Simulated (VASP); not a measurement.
# Ti8Al23 (a cell with a defect) (vacancy hop of Al) in VASP: single point with PBE

Aim: the single point of Ti8Al23 (a cell with a defect) (vacancy hop of Al) with PBE.

Program: VASP 6.6.1. These are calculated values, not measurements. Logs are shortened: lines on timing, memory, paths and dates and some standing lists are left out, and cuts for length are marked.

## 1. The cell of the first run

The cell holds a defect, 31 atoms: a = 7.690 Å, b = 7.690 Å, c = 8.624 Å, α = 90.00°, β = 90.00°, γ = 90.00°.

## 2. Single point, PBE

Contents of INCAR:

```
SYSTEM = Ti8Al23
PREC     = Accurate       ! precision mode
ENCUT    = 520            ! plane-wave cutoff, eV
EDIFF    = 1E-6           ! SCF threshold, eV
ISMEAR   = 1              ! smearing method
SIGMA    = 0.1            ! smearing width, eV
LREAL    = Auto         
LASPH    = .True.         ! aspherical terms in the spheres
NELM     = 80             ! most SCF steps
ALGO     = Normal         ! electronic algorithm
ISIF     = 2              ! what is computed and relaxed
LWAVE    = .False.        ! write WAVECAR
LCHARG   = .True.         ! write CHGCAR
GGA      = PE             ! functional
LELF     = .True.         ! ELF
LVHAR    = .True.       
NBANDS   = 104            ! bands
```

Contents of KPOINTS:

```
regular mesh
0
Gamma
  1 1 1
  0 0 0
```

Contents of POSCAR:

```
Ti8Al23
1.0
    7.6895028900      0.0000000000      0.0000000000
    0.0000000000      7.6895028900      0.0000000000
    0.0000000000      0.0000000000      8.6237151300
Ti Al
8 23
Direct
   -0.0061677589      0.0018810059     -0.0019164594
    0.2437621816      0.2561815800      0.5101193550
    0.0017188367      0.4982271357     -0.0008462710
    0.2527742076      0.7433053972      0.5026092507
    0.5071577520     -0.0072111294     -0.0092641047
    0.7566407196      0.2471715047      0.5026089029
    0.4980618455      0.5061106102     -0.0019162275
    0.7490776819      0.7508646635      0.5016813444
    0.0058507033     -0.0035960712      0.4918057863
    0.2518153680      0.2481291739     -0.0108988990
    0.0031637936      0.2460529669      0.2495541617
    0.2486007259     -0.0020488971      0.7506277634
   -0.0010202220      0.2504536415      0.7509284458
    0.3760011592      0.1239439030      0.2508915203
   -0.0030814736      0.5030273160      0.4961955417
    0.2471513474      0.7551480353      0.0092348830
    0.0048852313      0.7540102505      0.2503832707
    0.2494914206      0.5009647639      0.7509279820
    0.0000854412      0.7491854912      0.7504074407
    0.2538939159      0.4967771070      0.2495540457
    0.4989421364      0.0010046163      0.5131772019
    0.7447980815      0.2527942349      0.0092331436
    0.7519622637     -0.0012242664      0.7499470823
    0.5019931789      0.2513444663      0.7506286910
    0.7477991858      0.0028983668      0.2513139601
    0.5035390526      0.4940927982      0.4918064820
    0.7539538099      0.7459900961      0.0046662024
    0.4970469554      0.7521444601      0.2513137282
    0.7507598453      0.4998588407      0.7504060492
    0.5011688083      0.7479821625      0.7499485897
    0.7459352161      0.4950604811      0.2503836186
```

Potentials or basis: VASP PAW PBE potentials, release 64 (Ti_sv, Al).

Run with:

```sh
$ cat potpaw_PBE.64/Ti_sv/POTCAR potpaw_PBE.64/Al/POTCAR > POTCAR
$ mpirun -np 1 vasp_gam > vasp.out
```

OUTCAR:

```text
SYSTEM = Ti8Al23
   PREC = Accurate
   ENCUT = 520
   EDIFF = 1E-6
   ISMEAR = 1
   LREAL = Auto
   LASPH = .True.
   NELM = 80
   ISIF = 2
   GGA = PE

 ion  position               nearest neighbor table
   1  0.994  0.002  0.998-  27 2.70  22 2.72  16 2.72  10 2.74  23 2.84  13 2.86  11 2.87  19 2.89
                            25 2.89  17 2.89  12 2.90
   2  0.244  0.256  0.510-  14 2.66  15 2.69  26 2.71   9 2.71  21 2.78  13 2.80  18 2.80  12 2.87
                            24 2.87  20 2.91  11 2.91
   3  0.002  0.498  0.999-  27 2.69  10 2.72  16 2.73  22 2.73  18 2.87  13 2.87  19 2.89  29 2.89
                            11 2.90  20 2.90  17 2.93  31 2.93
   4  0.253  0.743  0.503-  15 2.70  26 2.72   9 2.72  21 2.74  18 2.84  30 2.86  28 2.87  19 2.89
                            20 2.89  17 2.89  12 2.90
   5  0.507  0.993  0.991-  14 2.66  27 2.69  22 2.71  16 2.71  10 2.78  23 2.80  30 2.80  24 2.87
                            12 2.87  25 2.91  28 2.91
   6  0.757  0.247  0.503-  15 2.70   9 2.72  26 2.72  21 2.74  13 2.84  23 2.86  25 2.87  29 2.89
                            11 2.89  31 2.89  24 2.90
   7  0.498  0.506  0.998-  27 2.70  16 2.72  22 2.72  10 2.74  30 2.84  18 2.86  20 2.87  29 2.89
                            28 2.89  31 2.89  24 2.90
   8  0.749  0.751  0.502-  15 2.70  21 2.72  26 2.73   9 2.73  30 2.87  23 2.87  29 2.89  19 2.89
                            28 2.90  25 2.90  31 2.93  17 2.93
   9  0.006  0.996  0.492-   2 2.71   6 2.72   4 2.72   8 2.73  17 2.79  11 2.84  25 2.87  12 2.91
[... 31 lines left out ...]
  25  0.748  0.003  0.251-  11 2.71  28 2.73  17 2.75  22 2.84   6 2.87   9 2.87   1 2.89   8 2.90
                            27 2.90   5 2.91  21 2.96  14 3.01
  26  0.504  0.494  0.492-   2 2.71   4 2.72   6 2.72   8 2.73  31 2.79  20 2.84  28 2.87  24 2.91
                            29 2.93  30 2.96  18 2.97
  27  0.754  0.746  0.005-   5 2.69   3 2.69   1 2.70   7 2.70  31 2.87  17 2.87  19 2.90  29 2.90
                            28 2.90  25 2.90  30 2.93  23 2.93
  28  0.497  0.752  0.251-  20 2.71  25 2.73  31 2.75  16 2.84   4 2.87  26 2.87   7 2.89   8 2.90
                            27 2.90   5 2.91  21 2.96  14 3.01
  29  0.751  0.500  0.750-  24 2.70  13 2.71  30 2.71  19 2.71   3 2.89   8 2.89   7 2.89   6 2.89
                            15 2.90  27 2.90  26 2.93  22 2.93
  30  0.501  0.748  0.750-  29 2.71  18 2.71  23 2.73  12 2.73   5 2.80  21 2.82   7 2.84   4 2.86
                             8 2.87  27 2.93  26 2.96  16 2.97
  31  0.746  0.495  0.250-  28 2.75  11 2.75  22 2.79  26 2.79  17 2.82  27 2.87  15 2.87   6 2.89
                             7 2.89   3 2.93   8 2.93

  LATTYP: Found a simple tetragonal cell.
 ALAT       =     7.6895028900
 C/A-ratio  =     1.1214918901

  Lattice vectors:

 A1 = (   7.6895028900,   0.0000000000,   0.0000000000)
 A2 = (   0.0000000000,   7.6895028900,   0.0000000000)
 A3 = (   0.0000000000,   0.0000000000,   8.6237151300)

Analysis of symmetry for initial positions (statically):
=====================================================================
 Subroutine PRICEL returns:
 Original cell was already a primitive cell.

 Routine SETGRP: Setting up the symmetry group for a
 simple tetragonal supercell.

 Subroutine GETGRP returns: Found  2 space group operations
 (whereof  1 operations were pure point group operations)
 out of a pool of 16 trial point group operations.

The static configuration has the point symmetry C_1 .
 The point group associated with its full space group is C_1h.

Analysis of symmetry for dynamics (positions and initial velocities):
=====================================================================
 Subroutine PRICEL returns:
 Original cell was already a primitive cell.

 Routine SETGRP: Setting up the symmetry group for a
 simple tetragonal supercell.

 Subroutine GETGRP returns: Found  2 space group operations
 (whereof  1 operations were pure point group operations)
 out of a pool of 16 trial point group operations.

The dynamic configuration has the point symmetry C_1 .
 The point group associated with its full space group is C_1h.

 Subroutine INISYM returns: Found  2 space group operations
 (whereof  1 operations are pure point group operations),
 and found     1 'primitive' translations

----------------------------------------------------------------------------------------

                                     Primitive cell

  volume of cell :     509.9069

  direct lattice vectors                    reciprocal lattice vectors
     7.689502890  0.000000000  0.000000000     0.130047418  0.000000000  0.000000000
     0.000000000  7.689502890  0.000000000     0.000000000  0.130047418  0.000000000
     0.000000000  0.000000000  8.623715130     0.000000000  0.000000000  0.115959303

[... 71 lines left out ...]

 KPOINTS: regular mesh

Automatic generation of k-mesh.
 Grid dimensions read from file:
 generate k-points for:    1    1    1

 Generating k-lattice:

  Cartesian coordinates                     Fractional coordinates (reciprocal lattice)
     0.130047418  0.000000000  0.000000000     1.000000000  0.000000000  0.000000000
     0.000000000  0.130047418  0.000000000     0.000000000  1.000000000  0.000000000
     0.000000000  0.000000000  0.115959303     0.000000000  0.000000000  1.000000000

  Length of vectors
     0.130047418  0.130047418  0.115959303

  Shift w.r.t. Gamma in fractional coordinates (k-lattice)
     0.000000000  0.000000000  0.000000000

 Subroutine IBZKPT returns following result:
 ===========================================

 Found      1 irreducible k-points:

 Following reciprocal coordinates:
            Coordinates               Weight
  0.000000  0.000000  0.000000      1.000000
   k-points           NKPTS =      1   k-points in BZ     NKDIM =      1   number of bands    NBANDS=    104
   number of dos      NEDOS =    301   number of ions     NIONS =     31
   total plane-waves  NPLWV = 230400
   dimension x,y,z NGX =    60 NGY =   60 NGZ =   64
   dimension x,y,z NGXF=   120 NGYF=  120 NGZF=  128
   ions per type =               8  23
   NGX,Y,Z   is equivalent  to a cutoff of  12.97, 12.97, 12.34 a.u.
   NGXF,Y,Z  is equivalent  to a cutoff of  25.94, 25.94, 24.68 a.u.
 SYSTEM =  Ti8Al23
   PREC   = accura    normal or accurate (medium, high low for compatibility)
   ISTART =      0    job   : 0-new  1-cont  2-samecut
   ICHARG =      2    charge: 1-file 2-atom 10-const
   ISPIN  =      1    spin polarized calculation?
   LNONCOLLINEAR =      F non collinear calculations
   LSORBIT =      F    spin-orbit coupling
   LASPH  =      T    aspherical Exc in radial PAW
   ENCUT  =  520.0 eV  38.22 Ry    6.18 a.u.  14.30 14.30 16.03*2*pi/ulx,y,z
   NELM   =     80;   NELMIN=  2; NELMDL= -5     # of ELM steps
   EDIFF  = 0.1E-05   stopping-criterion for ELM
   LREAL  =      T    real-space projection
   EDIFFG = 0.1E-04   stopping-criterion for IOM
   NSW    =      0    number of steps for IOM
   IBRION =     -1    ionic relax: 0-MD 1-quasi-New 2-CG
   NFREE  =      0    steps in history (QN), initial steepest desc. (CG)
   ISIF   =      2    stress and relaxation
   ISYM   =      2    0-nonsym 1-usesym 2-fastsym
   POTIM  = 0.5000    time-step for ionic-motion
   TEBEG  =    0.0;   TEEND  =   0.0 temperature during run
   PSTRESS=    0.0 pullay stress
   NELECT =     165.0000    total number of electrons
   NUPDOWN=      -1.0000    fix difference up-down
   EMIN   =  10.00;   EMAX   =-10.00  energy-range for DOS
   EFERMI =   0.00;   METHOD = LEGACY
   ISMEAR =     1;   SIGMA  =   0.10  broadening in eV -4-tet -1-fermi 0-gaus
   EFERMI_NEDOS =   21; number of points for ismear=-14 and -15
   IALGO  =     38    algorithm
   IMIX   =      4    mixing-type and parameters
     AMIX     =   0.40;   BMIX     =  1.00
     AMIX_MAG =   1.60;   BMIX_MAG =  1.00
  volume/ion in A,a.u.               =      16.45       111.00
  Fermi-wavevector in a.u.,A,eV,Ry     =   1.123930  2.123919 17.187126  1.263218
  Thomas-Fermi vector in A             =   2.260599
   LORBIT       =      0    0 simple, 1 ext, 2 COOP (PROOUT), +10 PAW based schemes
   GGA     = PE    functional components
   LHFCALC =     F    Hartree Fock is set to
   AEXX    =    0.0000 exact exchange contribution
   IVDW    =     0    specifies the selected vdW correction
   LEPSILON=     F    determine dielectric tensor
   LRPA    =     F    only Hartree local field effects (RPA)
 non-spin polarized calculation
 Methfessel and Paxton  Order N= 1 SIGMA  =   0.10
  energy-cutoff  :      520.00
  volume of cell :      509.91
 maximum number of plane-waves:      6841
 NGX is ok and might be reduce to    60
   NGX = 29   NGY = 29   NGZ = 33

 number of electron     165.0000010 magnetization

 Free energy of the ion-electron system (eV)
  ---------------------------------------------------
  ext. energy  EPLUGINS =         0.00000000
  ---------------------------------------------------
  free energy    TOTEN  =      -156.73012273 eV

  energy without entropy =     -156.71894718  energy(sigma->0) =     -156.72639755

 E-fermi :   8.2034     XC(G=0): -10.5804

 val. band max:        7.6510626836   @ k =   0.0000   0.0000   0.0000
 cond. band min:       8.2044726996   @ k =   0.0000   0.0000   0.0000
 fundamental gap:      0.5534100160
 Fermi energy:         8.2033658418

 k-point     1 :       0.0000    0.0000    0.0000
  band No.  band energies     occupation
      1     -48.6238      2.00000
      2     -48.6236      2.00000
      3     -48.6211      2.00000
      4     -48.6210      2.00000
      5     -48.5849      2.00000
      6     -48.5831      2.00000
[... 86 lines left out ...]
     93       9.6432     -0.00000
     94       9.6518     -0.00000
 [bands above 94 left out]

------------------------ aborting loop because EDIFF is reached ----------------------------------------

  FORCE on cell =-STRESS in cart. coord.  units (eV):
  Direction    XX          YY          ZZ          XY          YZ          ZX
  --------------------------------------------------------------------------------------
  -------------------------------------------------------------------------------------
  Total      -13.2924422    -13.2924422     17.8564915     -0.0931800     -1.4335766      1.4335777
  in kB      -41.7661490    -41.7661490     56.1068366     -0.2927808     -4.5044375      4.5044409
  external PRESSURE =      -9.1418205 kB  Pullay stress =       0.0000000 kB

 VOLUME and BASIS-vectors are now :
 -----------------------------------------------------------------------------
  energy-cutoff  :      520.00
  volume of cell :      509.91
      direct lattice vectors                 reciprocal lattice vectors
     7.689502890  0.000000000  0.000000000     0.130047418  0.000000000  0.000000000
     0.000000000  7.689502890  0.000000000     0.000000000  0.130047418  0.000000000
     0.000000000  0.000000000  8.623715130     0.000000000  0.000000000  0.115959303

 POSITION                                       TOTAL-FORCE (eV/Angst)
 -----------------------------------------------------------------------------------
      7.64208      0.01446      8.60719         0.008383     -0.003018      0.002462
      1.87441      1.96991      4.39912        -0.002495      0.002495      0.001012
      0.01322      3.83112      8.61642        -0.000665      0.000665      0.003586
      1.94371      5.71565      4.33436        -0.012354      0.002344      0.006029
      3.89979      7.63405      8.54382         0.003268     -0.003268      0.005905
      5.81819      1.90063      4.33436        -0.002344      0.012354      0.006029
[... 23 lines left out ...]
      3.85374      5.75161      6.46734         0.006444      0.001076      0.002139
      5.73587      3.80677      2.15924         0.000226     -0.000792      0.001718
 -----------------------------------------------------------------------------------
    total drift:                               -0.108465     -0.070191     -0.038010

  FREE ENERGIE OF THE ION-ELECTRON SYSTEM (eV)
  ---------------------------------------------------
  free  energy   TOTEN  =      -156.7301227330 eV

  energy  without entropy=     -156.7189471750  energy(sigma->0) =     -156.72639755
```

It took 71 s on 1 thread of AMD EPYC 9R45 (Zen 5), shared host; peak memory 0.44 GiB.

What came out:

| Quantity | Value |
| --- | --- |
| Free energy | -156.7301 eV |
| Pressure | -0.9 GPa |
| Largest force | 0.018 eV/Å |

Forces on the atoms (eV/Å):
```
Ti   0.008 -0.003  0.002
Ti  -0.002  0.002  0.001
Ti  -0.001  0.001  0.004
Ti  -0.012  0.002  0.006
Ti   0.003 -0.003  0.006
Ti  -0.002  0.012  0.006
Ti   0.003 -0.008  0.002
Ti  -0.003  0.003 -0.007
Al   0.002 -0.003 -0.004
Al   0.003 -0.003 -0.017
Al   0.003  0.001  0.002
Al  -0.004 -0.006 -0.002
Al  -0.003  0.003 -0.002
Al  -0.009  0.009 -0.007
Al   0.001 -0.001  0.001
Al  -0.002 -0.001  0.005
Al   0.001  0.000  0.002
Al  -0.003  0.003 -0.002
Al   0.003  0.000 -0.001
Al  -0.001 -0.003  0.002
Al   0.005 -0.005 -0.003
Al   0.001  0.002  0.005
Al  -0.001 -0.006  0.002
Al   0.006  0.004 -0.002
Al  -0.004 -0.001  0.002
Al   0.003 -0.002 -0.004
Al  -0.002  0.002 -0.001
Al   0.001  0.004  0.002
Al   0.000 -0.003 -0.001
Al   0.006  0.001  0.002
Al   0.000 -0.001  0.002
```

Stress tensor (GPa, compression positive):
```
-4.18 -0.03  0.45
-0.03 -4.18 -0.45
 0.45 -0.45  5.61
```

Caveat: the k points lie up to 0.82 Å⁻¹ apart.
